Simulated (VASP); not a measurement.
Here is a VASP 6.6.1 calculation.

Contents of INCAR:

```
SYSTEM = N
  ALGO = Normal
  EDIFF = 1E-6
  ENCUT = 600
  GGA = PS
  GGA_COMPAT = .FALSE.
  ISIF = 2
  ISMEAR = -1
  LASPH = .TRUE.
  LCHARG = .FALSE.
  LREAL = .FALSE.
  LWAVE = .FALSE.
  NBANDS = 12
  NELM = 120
  PREC = Accurate
  SIGMA = 0.02
```

File KPOINTS:

```
k-points
0
G
  8 8 7
  0 0 0
```

Contents of POSCAR:

```
N
1.0
    2.4299127295     -0.0000000028      0.0000000000
   -1.2149563623      2.1043661541      0.0000000000
    0.0000000000      0.0000000000      2.3512369511
N
2
Direct
    0.6666666667      0.3333333333      0.2500000000
    0.3333333333      0.6666666667      0.7500000000
```

Potentials or basis: VASP PAW PBE potentials, release 64 (N).

Command:

```sh
$ cat potpaw_PBE.64/N/POTCAR > POTCAR
$ mpirun -np 1 vasp_std > vasp.out
```

(1) Predict the pressure.

(2) What does it give for the band gap on the k mesh?

## Answers

(1) 29.6 GPa.

(2) zero (band 5 reaches 10.06 eV, above the bottom of band 6 at 6.07 eV).

Caveat: the k points lie up to 0.38 Å⁻¹ apart; the PAW data sets were made with another functional, which shifts forces and pressure a little.
